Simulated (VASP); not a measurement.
# CsNa3 (Fm-3m) in VASP: single point with LDA

Aim: the single point of CsNa3 with LDA.

Everything below comes from runs of VASP 6.6.1. Logs are shortened: lines on timing, memory, paths and dates and some standing lists are left out, and cuts for length are marked.

**1. The cell of the first run**

It takes space group Fm-3m (No. 225, cubic). Conventional cell: a = 9.462 Å, b = 9.462 Å, c = 9.462 Å, α = 90.00°, β = 90.00°, γ = 90.00°. Within 5.4 Å of Cs (site symmetry m-3m) lie 14 Na at 4.10 to 4.73 Å. Within 5.4 Å of Na (site symmetry -43m) lie 4 Cs at 4.10 Å and 10 Na at 4.10 to 4.73 Å. Within 5.4 Å of Na (site symmetry m-3m) lie 8 Na at 4.10 Å and 6 Cs at 4.73 Å.

**2. Single point, LDA**

File POSCAR:

```
CsNa3
1.0
    0.0000000000      4.7311220000      4.7311220000
    4.7311220000      0.0000000000      4.7311220000
    4.7311220000      4.7311220000      0.0000000000
Cs Na
1 3
Direct
    0.0000000000      0.0000000000      0.0000000000
    0.2500000000      0.2500000000      0.2500000000
    0.7500000000      0.7500000000      0.7500000000
    0.5000000000      0.5000000000      0.5000000000
```

File INCAR.step1:

```
PREC = Accurate
ENCUT = 520
EDIFF = 1E-7
ISMEAR = -1
SIGMA = 0.1
LREAL = False
LASPH = True
NELM = 80
ALGO = Normal
ISIF = 2
LWAVE = False
LCHARG = True
NBANDS = 23
```

File KPOINTS.step1:

```
regular mesh
0
Gamma
  4 4 4
```

File INCAR.step2:

```
PREC = Accurate
ENCUT = 520
EDIFF = 1E-7
ISMEAR = -5
SIGMA = 0.1
LREAL = False
LASPH = True
NELM = 80
ALGO = Normal
ISIF = 2
LWAVE = False
LCHARG = False
LORBIT = 11
NBANDS = 23
NEDOS = 1001
ICHARG = 11
```

File KPOINTS.step2:

```
regular mesh
0
Gamma
  6 6 6
```

Potentials or basis: VASP PAW LDA potentials, release 64 (Cs_sv, Na_pv).

The run is started by

```console
cat potpaw_LDA.64/Cs_sv/POTCAR potpaw_LDA.64/Na_pv/POTCAR > POTCAR
cp INCAR.step1 INCAR
cp KPOINTS.step1 KPOINTS
mpirun -np 1 vasp_std > vasp.out
cp INCAR.step2 INCAR
cp KPOINTS.step2 KPOINTS
mpirun -np 1 vasp_std > vasp.out
```

OUTCAR:

```text
PREC = Accurate
   ENCUT = 520
   EDIFF = 1E-7
   ISMEAR = -5
   LREAL = False
   LASPH = True
   NELM = 80
   ISIF = 2
   LORBIT = 11
   ICHARG = 11

 ion  position               nearest neighbor table
   1  0.000  0.000  0.000-
   2  0.250  0.250  0.250-
   3  0.750  0.750  0.750-
   4  0.500  0.500  0.500-

  LATTYP: Found a face centered cubic cell.
 ALAT       =     9.4622440000

  Lattice vectors:

 A1 = (   0.0000000000,   4.7311220000,   4.7311220000)
 A2 = (   4.7311220000,   0.0000000000,   4.7311220000)
 A3 = (   4.7311220000,   4.7311220000,   0.0000000000)

Analysis of symmetry for initial positions (statically):
=====================================================================
 Subroutine PRICEL returns:
 Original cell was already a primitive cell.

 Routine SETGRP: Setting up the symmetry group for a
 face centered cubic supercell.

 Subroutine GETGRP returns: Found 48 space group operations
 (whereof 48 operations were pure point group operations)
 out of a pool of 48 trial point group operations.

The static configuration has the point symmetry O_h .

Analysis of symmetry for dynamics (positions and initial velocities):
=====================================================================
 Subroutine PRICEL returns:
 Original cell was already a primitive cell.

 Routine SETGRP: Setting up the symmetry group for a
 face centered cubic supercell.

 Subroutine GETGRP returns: Found 48 space group operations
 (whereof 48 operations were pure point group operations)
 out of a pool of 48 trial point group operations.

The dynamic configuration has the point symmetry O_h .

 Subroutine INISYM returns: Found 48 space group operations
 (whereof 48 operations are pure point group operations),
 and found     1 'primitive' translations

----------------------------------------------------------------------------------------

                                     Primitive cell

  volume of cell :     211.7983

  direct lattice vectors                    reciprocal lattice vectors
     0.000000000  4.731122000  4.731122000    -0.105683176  0.105683176  0.105683176
     4.731122000  0.000000000  4.731122000     0.105683176 -0.105683176  0.105683176
     4.731122000  4.731122000  0.000000000     0.105683176  0.105683176 -0.105683176

  length of vectors
     6.690816898  6.690816898  6.690816898     0.183048631  0.183048631  0.183048631

  position of ions in fractional coordinates (direct lattice)
     0.000000000  0.000000000  0.000000000
     0.250000000  0.250000000  0.250000000
     0.750000000  0.750000000  0.750000000
     0.500000000  0.500000000  0.500000000

  ion indices of the primitive-cell ions
   primitive index   ion index
                 1           1
                 2           2
                 3           3
                 4           4

----------------------------------------------------------------------------------------

 KPOINTS: regular mesh

Automatic generation of k-mesh.
 Grid dimensions read from file:
 generate k-points for:    6    6    6

 Generating k-lattice:

  Cartesian coordinates                     Fractional coordinates (reciprocal lattice)
    -0.017613863  0.017613863  0.017613863     0.166666667  0.000000000  0.000000000
     0.017613863 -0.017613863  0.017613863     0.000000000  0.166666667  0.000000000
     0.017613863  0.017613863 -0.017613863     0.000000000  0.000000000  0.166666667

  Length of vectors
     0.030508105  0.030508105  0.030508105

  Shift w.r.t. Gamma in fractional coordinates (k-lattice)
     0.000000000  0.000000000  0.000000000

 TETIRR: Found     35 inequivalent tetrahedra from     1296

 Subroutine IBZKPT returns following result:
 ===========================================

 Found     16 irreducible k-points:

 Following reciprocal coordinates:
            Coordinates               Weight
  0.000000  0.000000  0.000000      1.000000
  0.166667  0.000000  0.000000      8.000000
  0.333333  0.000000  0.000000      8.000000
  0.500000  0.000000  0.000000      4.000000
  0.166667  0.166667  0.000000      6.000000
  0.333333  0.166667  0.000000     24.000000
[... 8 lines left out ...]
 -0.333333  0.333333  0.166667     24.000000
 -0.333333  0.500000  0.166667     12.000000
   k-points           NKPTS =     16   k-points in BZ     NKDIM =     16   number of bands    NBANDS=     23
   number of dos      NEDOS =   1001   number of ions     NIONS =      4
   total plane-waves  NPLWV = 125000
   dimension x,y,z NGX =    50 NGY =   50 NGZ =   50
   dimension x,y,z NGXF=   100 NGYF=  100 NGZF=  100
   ions per type =               1   3
   NGX,Y,Z   is equivalent  to a cutoff of  12.42, 12.42, 12.42 a.u.
   NGXF,Y,Z  is equivalent  to a cutoff of  24.85, 24.85, 24.85 a.u.
 SYSTEM =  unknown system
   PREC   = accura    normal or accurate (medium, high low for compatibility)
   ISTART =      0    job   : 0-new  1-cont  2-samecut
   ICHARG =     11    charge: 1-file 2-atom 10-const
   ISPIN  =      1    spin polarized calculation?
   LNONCOLLINEAR =      F non collinear calculations
   LSORBIT =      F    spin-orbit coupling
   LASPH  =      T    aspherical Exc in radial PAW
   ENCUT  =  520.0 eV  38.22 Ry    6.18 a.u.  12.44 12.44 12.44*2*pi/ulx,y,z
   NELM   =     80;   NELMIN=  2; NELMDL=  0     # of ELM steps
   EDIFF  = 0.1E-06   stopping-criterion for ELM
   LREAL  =      F    real-space projection
   EDIFFG = 0.1E-05   stopping-criterion for IOM
   NSW    =      0    number of steps for IOM
   IBRION =     -1    ionic relax: 0-MD 1-quasi-New 2-CG
   NFREE  =      0    steps in history (QN), initial steepest desc. (CG)
   ISIF   =      2    stress and relaxation
   ISYM   =      2    0-nonsym 1-usesym 2-fastsym
   POTIM  = 0.5000    time-step for ionic-motion
   TEBEG  =    0.0;   TEEND  =   0.0 temperature during run
   PSTRESS=    0.0 pullay stress
   NELECT =      30.0000    total number of electrons
   NUPDOWN=      -1.0000    fix difference up-down
   EMIN   =  10.00;   EMAX   =-10.00  energy-range for DOS
   EFERMI =   0.00;   METHOD = LEGACY
   ISMEAR =    -5;   SIGMA  =   0.10  broadening in eV -4-tet -1-fermi 0-gaus
   EFERMI_NEDOS =   21; number of points for ismear=-14 and -15
   IALGO  =     38    algorithm
   IMIX   =      4    mixing-type and parameters
     AMIX     =   0.40;   BMIX     =  1.00
     AMIX_MAG =   1.60;   BMIX_MAG =  1.00
  volume/ion in A,a.u.               =      52.95       357.32
  Fermi-wavevector in a.u.,A,eV,Ry     =   0.853377  1.612649  9.908482  0.728253
  Thomas-Fermi vector in A             =   1.969810
   LORBIT       =     11    0 simple, 1 ext, 2 COOP (PROOUT), +10 PAW based schemes
   GGA     = CA    functional components
   LHFCALC =     F    Hartree Fock is set to
   AEXX    =    0.0000 exact exchange contribution
   IVDW    =     0    specifies the selected vdW correction
   LEPSILON=     F    determine dielectric tensor
   LRPA    =     F    only Hartree local field effects (RPA)
 non-spin polarized calculation
 Fermi weights with tetrahedron method with Bloechl corrections
  energy-cutoff  :      520.00
  volume of cell :      211.80
 maximum number of plane-waves:      5769
 NGX is ok and might be reduce to    50

 number of electron      30.0000004 magnetization

 Free energy of the ion-electron system (eV)
  ---------------------------------------------------
  ext. energy  EPLUGINS =         0.00000000
  ---------------------------------------------------
  free energy    TOTEN  =        -5.07749965 eV

  energy without entropy =       -5.07749965  energy(sigma->0) =       -5.07749965

 E-fermi :   0.1716     XC(G=0):  -6.3774

 val. band max:        0.1167022931   @ k =   0.5000   0.3333   0.0000
 cond. band min:       0.1880935402   @ k =  -0.3333   0.3333   0.1667
 fundamental gap:      0.0713912471
 Fermi energy:         0.1715957727

 k-point     1 :       0.0000    0.0000    0.0000
  band No.  band energies     occupation
      1     -24.9736      2.00000
      2     -24.9736      2.00000
      3     -24.9736      2.00000
      4     -24.9727      2.00000
      5     -24.9727      2.00000
      6     -24.9727      2.00000
[... 15 lines left out ...]
     22       2.8592      0.00000
     23       2.8592      0.00000

 k-point     2 :       0.1667    0.0000    0.0000
  band No.  band energies     occupation
      1     -24.9736      2.00000
      2     -24.9735      2.00000
      3     -24.9735      2.00000
      4     -24.9727      2.00000
      5     -24.9727      2.00000
      6     -24.9727      2.00000
[... 15 lines left out ...]
     22       3.4846      0.00000
     23       3.4846      0.00000

 k-point     3 :       0.3333    0.0000    0.0000
  band No.  band energies     occupation
      1     -24.9734      2.00000
      2     -24.9734      2.00000
      3     -24.9734      2.00000
      4     -24.9729      2.00000
      5     -24.9729      2.00000
      6     -24.9729      2.00000
[... 15 lines left out ...]
     22       3.6733      0.00000
     23       3.6733      0.00000
[... 287 lines left out ...]
 k-point    15 :      -0.3333    0.3333    0.1667
  band No.  band energies     occupation
      1     -24.9739      2.00000
      2     -24.9737      2.00000
      3     -24.9732      2.00000
      4     -24.9731      2.00000
      5     -24.9725      2.00000
      6     -24.9725      2.00000
[... 15 lines left out ...]
     22       3.5385      0.00000
     23       3.9976      0.00000

 k-point    16 :      -0.3333    0.5000    0.1667
  band No.  band energies     occupation
      1     -24.9740      2.00000
      2     -24.9738      2.00000
      3     -24.9735      2.00000
      4     -24.9728      2.00000
      5     -24.9725      2.00000
      6     -24.9724      2.00000
[... 15 lines left out ...]
     22       3.5480      0.00000
     23       4.7999      0.00000

------------------------ aborting loop because EDIFF is reached ----------------------------------------

  FORCE on cell =-STRESS in cart. coord.  units (eV):
  Direction    XX          YY          ZZ          XY          YZ          ZX
  --------------------------------------------------------------------------------------
  -------------------------------------------------------------------------------------
  Total       -0.7679438     -0.7679438     -0.7679438      0.0000000      0.0000000      0.0000000
  in kB       -5.8092171     -5.8092171     -5.8092171      0.0000000      0.0000000      0.0000000
  external PRESSURE =      -5.8092171 kB  Pullay stress =       0.0000000 kB

 VOLUME and BASIS-vectors are now :
 -----------------------------------------------------------------------------
  energy-cutoff  :      520.00
  volume of cell :      211.80
      direct lattice vectors                 reciprocal lattice vectors
     0.000000000  4.731122000  4.731122000    -0.105683176  0.105683176  0.105683176
     4.731122000  0.000000000  4.731122000     0.105683176 -0.105683176  0.105683176
     4.731122000  4.731122000  0.000000000     0.105683176  0.105683176 -0.105683176

 POSITION                                       TOTAL-FORCE (eV/Angst)
 -----------------------------------------------------------------------------------
      0.00000      0.00000      0.00000         0.000000     -0.000000     -0.000000
      2.36556      2.36556      2.36556        -0.000000     -0.000000     -0.000000
      7.09668      7.09668      7.09668         0.000000      0.000000      0.000000
      4.73112      4.73112      4.73112         0.000000     -0.000000     -0.000000
 -----------------------------------------------------------------------------------
    total drift:                               -0.000000     -0.000000     -0.000000

  FREE ENERGIE OF THE ION-ELECTRON SYSTEM (eV)
  ---------------------------------------------------
  free  energy   TOTEN  =        -5.0774996499 eV

  energy  without entropy=       -5.0774996499  energy(sigma->0) =       -5.07749965

 total charge

# of ion       s       p       d       tot
------------------------------------------
    1        1.843   4.664   0.034   6.541
    2        0.116   5.950   0.000   6.066
    3        0.116   5.950   0.000   6.066
    4        0.098   5.953   0.000   6.051
--------------------------------------------------
tot          2.173  22.517   0.034  24.723
```

Run time: 71 s. Hardware: 1 thread of Intel Xeon Platinum 8259CL at 2.50GHz (Skylake/Cascade Lake), shared host; peak memory 0.27 GiB.

Results:

| Item | Value |
| --- | --- |
| Valence electrons inside the program's atomic spheres | Cs 6.54; Na 6.07, 6.05 (each value once) |

Caveat: spin-orbit coupling is left out, which moves the levels of the heavy elements.
